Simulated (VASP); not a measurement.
# N (P6_3/mmc) in VASP: notebook

Runs on N. Level: LDA. Tasks: single point.

All numbers are computed with VASP 6.6.1; they aren't measurements. Logs are shortened: lines on timing, memory, paths and dates and some standing lists are left out, and cuts for length are marked.

## Step 1: The cell of the first run

The structure is hexagonal, space group P6_3/mmc (No. 194). The conventional cell has a = 3.570 Å, b = 3.570 Å, c = 6.085 Å, α = 90.00°, β = 90.00°, γ = 120.00°. Within 4.7 Å of N (site symmetry -6m2) lie 12 N at 3.57 to 3.67 Å.

## Step 2: Single point, LDA, collinear spin, ferromagnetic start

INCAR reads:

```
ALGO = Normal ; EDIFF = 1E-6
ENCUT = 520 ; GGA = CA
ISIF = 2 ; ISMEAR = 0
ISPIN = 2 ; LASPH = True
LCHARG = False ; LORBIT = 11
LREAL = False ; LWAVE = False
MAGMOM = 3.18 3.18 ; NBANDS = 16
NELM = 150 ; PREC = Accurate
SIGMA = 0.05
```

KPOINTS reads:

```
k-points
0
Gamma
  12 12 6
```

POSCAR reads:

```
N
1.0
    3.5704591278      0.0000000000      0.0000000000
   -1.7852295639      3.0921083078      0.0000000000
    0.0000000000      0.0000000000      6.0847325539
N
2
Direct
    0.3333333333      0.6666666667      0.2500000000
    0.6666666667      0.3333333333      0.7500000000
```

Potentials or basis: VASP PAW LDA potentials, release 64 (N).

Launch:

```sh
cat potpaw_LDA.64/N/POTCAR > POTCAR
mpirun -np 1 vasp_std > vasp.out
```

OUTCAR:

```text
EDIFF = 1E-6
   ENCUT = 520
   GGA = CA
   ISIF = 2
   ISMEAR = 0
   ISPIN = 2
   LASPH = True
   LORBIT = 11
   LREAL = False
   NELM = 150
   PREC = Accurate

 ion  position               nearest neighbor table
   1  0.333  0.667  0.250-
   2  0.667  0.333  0.750-

  LATTYP: Found a hexagonal cell.
 ALAT       =     3.5704591278
 C/A-ratio  =     1.7041877070

  Lattice vectors:

 A1 = (   3.5704591278,   0.0000000000,   0.0000000000)
 A2 = (  -1.7852295639,   3.0921083078,   0.0000000000)
 A3 = (   0.0000000000,   0.0000000000,   6.0847325539)

Analysis of symmetry for initial positions (statically):
=====================================================================
 Subroutine PRICEL returns:
 Original cell was already a primitive cell.

 Routine SETGRP: Setting up the symmetry group for a
 hexagonal supercell.

 Subroutine GETGRP returns: Found 24 space group operations
 (whereof 12 operations were pure point group operations)
 out of a pool of 24 trial point group operations.

The static configuration has the point symmetry D_3d.
 The point group associated with its full space group is D_6h.

Analysis of symmetry for dynamics (positions and initial velocities):
=====================================================================
 Subroutine PRICEL returns:
 Original cell was already a primitive cell.

 Routine SETGRP: Setting up the symmetry group for a
 hexagonal supercell.

 Subroutine GETGRP returns: Found 24 space group operations
 (whereof 12 operations were pure point group operations)
 out of a pool of 24 trial point group operations.

The dynamic configuration has the point symmetry D_3d.
 The point group associated with its full space group is D_6h.

Analysis of structural, dynamic, and magnetic symmetry:
=====================================================================
 Subroutine PRICEL returns:
 Original cell was already a primitive cell.

 Routine SETGRP: Setting up the symmetry group for a
 hexagonal supercell.

 Subroutine GETGRP returns: Found 24 space group operations
 (whereof 12 operations were pure point group operations)
 out of a pool of 24 trial point group operations.

The overall configuration has the point symmetry D_3d.
 The point group associated with its full space group is D_6h.

 Subroutine INISYM returns: Found 24 space group operations
 (whereof 12 operations are pure point group operations),
 and found     1 'primitive' translations

----------------------------------------------------------------------------------------

                                     Primitive cell

  volume of cell :      67.1769

  direct lattice vectors                    reciprocal lattice vectors
     3.570459128  0.000000000  0.000000000     0.280076025  0.161701968  0.000000000
    -1.785229564  3.092108308  0.000000000     0.000000000  0.323403937  0.000000000
     0.000000000  0.000000000  6.084732554     0.000000000  0.000000000  0.164345761

  length of vectors
     3.570459128  3.570459128  6.084732554     0.323403937  0.323403937  0.164345761

  position of ions in fractional coordinates (direct lattice)
     0.333333333  0.666666667  0.250000000
     0.666666667  0.333333333  0.750000000

  ion indices of the primitive-cell ions
   primitive index   ion index
                 1           1
                 2           2

----------------------------------------------------------------------------------------

 KPOINTS: k-points

Automatic generation of k-mesh.
 Grid dimensions read from file:
 generate k-points for:   12   12    6

 Generating k-lattice:

  Cartesian coordinates                     Fractional coordinates (reciprocal lattice)
     0.023339669  0.013475164  0.000000000     0.083333333  0.000000000  0.000000000
     0.000000000  0.026950328  0.000000000     0.000000000  0.083333333  0.000000000
     0.000000000  0.000000000  0.027390960     0.000000000  0.000000000  0.166666667

  Length of vectors
     0.026950328  0.026950328  0.027390960

  Shift w.r.t. Gamma in fractional coordinates (k-lattice)
     0.000000000  0.000000000  0.000000000

 Subroutine IBZKPT returns following result:
 ===========================================

 Found     76 irreducible k-points:

 Following reciprocal coordinates:
            Coordinates               Weight
  0.000000  0.000000  0.000000      1.000000
  0.083333  0.000000  0.000000      6.000000
  0.166667  0.000000  0.000000      6.000000
  0.250000  0.000000  0.000000      6.000000
  0.333333  0.000000  0.000000      6.000000
  0.416667  0.000000  0.000000      6.000000
[... 16 lines left out ...]
  0.250000  0.000000  0.166667     12.000000
  0.333333  0.000000  0.166667     12.000000
 [... further k-points ...]
   k-points           NKPTS =     76   k-points in BZ     NKDIM =     76   number of bands    NBANDS=     16
   number of dos      NEDOS =    301   number of ions     NIONS =      2
   total plane-waves  NPLWV =  37632
   dimension x,y,z NGX =    28 NGY =   28 NGZ =   48
   dimension x,y,z NGXF=    56 NGYF=   56 NGZF=   96
   ions per type =               2
   NGX,Y,Z   is equivalent  to a cutoff of  13.04, 13.04, 13.11 a.u.
   NGXF,Y,Z  is equivalent  to a cutoff of  26.07, 26.07, 26.23 a.u.
 SYSTEM =  unknown system
   PREC   = accura    normal or accurate (medium, high low for compatibility)
   ISTART =      0    job   : 0-new  1-cont  2-samecut
   ICHARG =      2    charge: 1-file 2-atom 10-const
   ISPIN  =      2    spin polarized calculation?
   LNONCOLLINEAR =      F non collinear calculations
   LSORBIT =      F    spin-orbit coupling
   LASPH  =      T    aspherical Exc in radial PAW
   ENCUT  =  520.0 eV  38.22 Ry    6.18 a.u.   6.64  6.64 11.31*2*pi/ulx,y,z
   NELM   =    150;   NELMIN=  2; NELMDL= -5     # of ELM steps
   EDIFF  = 0.1E-05   stopping-criterion for ELM
   LREAL  =      F    real-space projection
   EDIFFG = 0.1E-04   stopping-criterion for IOM
   NSW    =      0    number of steps for IOM
   IBRION =     -1    ionic relax: 0-MD 1-quasi-New 2-CG
   NFREE  =      0    steps in history (QN), initial steepest desc. (CG)
   ISIF   =      2    stress and relaxation
   ISYM   =      2    0-nonsym 1-usesym 2-fastsym
   POTIM  = 0.5000    time-step for ionic-motion
   TEBEG  =    0.0;   TEEND  =   0.0 temperature during run
   PSTRESS=    0.0 pullay stress
   NELECT =      10.0000    total number of electrons
   NUPDOWN=      -1.0000    fix difference up-down
   EMIN   =  10.00;   EMAX   =-10.00  energy-range for DOS
   EFERMI =   0.00;   METHOD = LEGACY
   ISMEAR =     0;   SIGMA  =   0.05  broadening in eV -4-tet -1-fermi 0-gaus
   EFERMI_NEDOS =   21; number of points for ismear=-14 and -15
   IALGO  =     38    algorithm
   IMIX   =      4    mixing-type and parameters
     AMIX     =   0.40;   BMIX     =  1.00
     AMIX_MAG =   1.60;   BMIX_MAG =  1.00
  volume/ion in A,a.u.               =      33.59       226.67
  Fermi-wavevector in a.u.,A,eV,Ry     =   0.867630  1.639584 10.242227  0.752782
  Thomas-Fermi vector in A             =   1.986192
   LORBIT       =     11    0 simple, 1 ext, 2 COOP (PROOUT), +10 PAW based schemes
   GGA     = CA    functional components
   LHFCALC =     F    Hartree Fock is set to
   AEXX    =    0.0000 exact exchange contribution
   IVDW    =     0    specifies the selected vdW correction
   LEPSILON=     F    determine dielectric tensor
   LRPA    =     F    only Hartree local field effects (RPA)
 spin polarized calculation
 Gauss-broadening in eV      SIGMA  =   0.05
  energy-cutoff  :      520.00
  volume of cell :       67.18
 maximum number of plane-waves:      1840
 NGX is ok and might be reduce to    28

 number of electron      10.0000000 magnetization       5.9998396

 Free energy of the ion-electron system (eV)
  ---------------------------------------------------
  ext. energy  EPLUGINS =         0.00000000
  ---------------------------------------------------
  free energy    TOTEN  =        -5.90047723 eV

  energy without entropy =       -5.90047723  energy(sigma->0) =       -5.90047723

 E-fermi :  -5.1240     XC(G=0):  -6.1224

 val. band max:       -5.3685882828   @ k =   0.0000   0.0000   0.0000
 cond. band min:      -3.2961757428   @ k =   0.0000   0.0000   0.0000
 fundamental gap:      2.0724125400
 Fermi energy:        -5.1240048521

 spin component 1

 k-point     1 :       0.0000    0.0000    0.0000
  band No.  band energies     occupation
      1     -17.4521      1.00000
      2     -17.1635      1.00000
      3      -6.6961      1.00000
      4      -5.4711      1.00000
      5      -5.4711      1.00000
      6      -5.4462      1.00000
[... 8 lines left out ...]
     15      13.3288      0.00000
     16      13.3288      0.00000
[... 419 lines left out ...]
 k-point    24 :       0.3333    0.0000    0.1667
  band No.  band energies     occupation
      1     -17.2013      1.00000
      2     -17.0575      1.00000
      3      -6.4148      1.00000
      4      -6.2463      1.00000
      5      -6.0804      1.00000
      6      -5.6655      1.00000
[... 8 lines left out ...]
     15      12.2523      0.00000
     16      12.4235      0.00000

 [... further k-points ...]

 spin component 2

 k-point     1 :       0.0000    0.0000    0.0000
  band No.  band energies     occupation
      1     -13.4413      1.00000
      2     -12.9951      1.00000
      3      -3.2962      0.00000
      4      -1.2553      0.00000
      5      -1.2553      0.00000
      6      -1.2125      0.00000
[... 8 lines left out ...]
     15      14.7094      0.00000
     16      14.7094      0.00000
[... 419 lines left out ...]
 k-point    24 :       0.3333    0.0000    0.1667
  band No.  band energies     occupation
      1     -13.0644      1.00000
      2     -12.8395      1.00000
      3      -2.8297      0.00000
      4      -2.5690      0.00000
      5      -2.2638      0.00000
      6      -1.5671      0.00000
[... 8 lines left out ...]
     15      13.4952      0.00000
     16      14.0430      0.00000

 [... further k-points ...]
[... 5 lines left out ...]
  --------------------------------------------------------------------------------------
  -------------------------------------------------------------------------------------
  Total       -0.1542645     -0.1542645     -0.1770852      0.0000000      0.0000000      0.0000000
  in kB       -3.6792248     -3.6792248     -4.2235009      0.0000000      0.0000000      0.0000000
  external PRESSURE =      -3.8606502 kB  Pullay stress =       0.0000000 kB

 VOLUME and BASIS-vectors are now :
 -----------------------------------------------------------------------------
  energy-cutoff  :      520.00
  volume of cell :       67.18
      direct lattice vectors                 reciprocal lattice vectors
     3.570459128  0.000000000  0.000000000     0.280076025  0.161701968  0.000000000
    -1.785229564  3.092108308  0.000000000     0.000000000  0.323403937  0.000000000
     0.000000000  0.000000000  6.084732554     0.000000000  0.000000000  0.164345761

 POSITION                                       TOTAL-FORCE (eV/Angst)
 -----------------------------------------------------------------------------------
     -0.00000      2.06141      1.52118        -0.000000     -0.000000     -0.000000
      1.78523      1.03070      4.56355         0.000000      0.000000      0.000000
 -----------------------------------------------------------------------------------
    total drift:                               -0.000000      0.000000      0.000000

  FREE ENERGIE OF THE ION-ELECTRON SYSTEM (eV)
  ---------------------------------------------------
  free  energy   TOTEN  =        -5.9004772291 eV

  energy  without entropy=       -5.9004772291  energy(sigma->0) =       -5.90047723

 total charge

# of ion       s       p       d       tot
------------------------------------------
    1        1.352   1.888   0.000   3.240
    2        1.352   1.888   0.000   3.240
--------------------------------------------------
tot          2.704   3.776   0.000   6.480

 magnetization (x)

# of ion       s       p       d       tot
------------------------------------------
    1        0.037   1.888   0.000   1.925
    2        0.037   1.888   0.000   1.925
--------------------------------------------------
tot          0.075   3.775   0.000   3.850
```

Run time: 79 s. Hardware: 1 thread of Intel Xeon Platinum 8488C (Sapphire Rapids), shared host; peak memory 0.22 GiB.

What came out:

* Free energy: -5.9005 eV
* Pressure: -0.4 GPa
* Band gap on the k mesh: 2.07 eV
* Net moment: 6.00 μB per cell
* Site moments: N +1.93 μB
* Valence electrons inside the program's atomic spheres: N 3.24

 A k mesh can miss the band edges.

## Step 3: Single point, LDA, collinear spin, ferromagnetic start

This run uses another cell than the first one, of the same volume but with other edges.

INCAR reads:

```
  PREC = Accurate
  ENCUT = 520
  EDIFF = 1E-6
  ISMEAR = 0
  SIGMA = 0.05
  LREAL = False
  LASPH = True
  NELM = 150
  ALGO = Normal
  ISIF = 2
  LWAVE = False
  LCHARG = False
  ISPIN = 2
  MAGMOM = 3.18 3.18
  LORBIT = 11
  GGA = CA
  NBANDS = 16
```

KPOINTS reads:

```
regular mesh
0
Gamma
  12 12 6
```

POSCAR reads:

```
N
1.0
    3.9092235221      0.0000000000      0.0000000000
   -1.9546117610      3.3854868792      0.0000000000
    0.0000000000      0.0000000000      5.0758481297
N
2
Direct
    0.3333333333      0.6666666667      0.2500000000
    0.6666666667      0.3333333333      0.7500000000
```

Potentials or basis: VASP PAW LDA potentials, release 64 (N).

Launch:

```sh
cat potpaw_LDA.64/N/POTCAR > POTCAR
mpirun -np 1 vasp_std > vasp.out
```

Wall time 1.7 min (1 thread of Intel Xeon Platinum 8488C (Sapphire Rapids), shared host); peak memory 0.22 GiB.

The run converged. Its results:

```
Free energy                                           : -5.8934 eV
Pressure                                              : -0.3 GPa
Band gap on the k mesh                                : 1.98 eV (least direct gap 2.10 eV)
Net moment                                            : 6.00 μB per cell
Site moments                                          : N +1.93 μB
Valence electrons inside the program's atomic spheres : N 3.24
```

Stress tensor (GPa, compression positive):
```
-0.33  0.00  0.00
 0.00 -0.33  0.00
 0.00  0.00 -0.13
```

Levels at points of the mesh, in eV from the valence-band top:
Spin up:
```
           k point  band 5  band 6  band 7  band 8  band 9  band 10  band 11  band 12
(0.00, 0.00, 0.00)   -0.57   -0.26   -0.26    0.00    6.68    10.64    12.38    15.53
(0.50, 0.00, 0.00)   -0.83   -0.80   -0.43   -0.25    9.67    10.10    11.96    12.41
(0.00, 0.00, 0.50)   -0.42   -0.42   -0.42   -0.42    8.34     8.34    15.82    15.82
(0.50, 0.00, 0.50)   -0.55   -0.55   -0.25   -0.25   10.33    10.33    11.45    11.45
```
Spin down:
```tsv
k point	band 1	band 2	band 3	band 4	band 5
(0.00, 0.00, 0.00)	-8.26	-7.46	2.10	3.50	3.50
(0.50, 0.00, 0.00)	-7.82	-7.57	2.22	2.97	3.00
(0.00, 0.00, 0.50)	-7.88	-7.88	3.00	3.00	3.73
(0.50, 0.00, 0.50)	-7.69	-7.69	2.04	2.04	3.50
```

 A k mesh can miss the band edges.

[end of part 1 of 2]
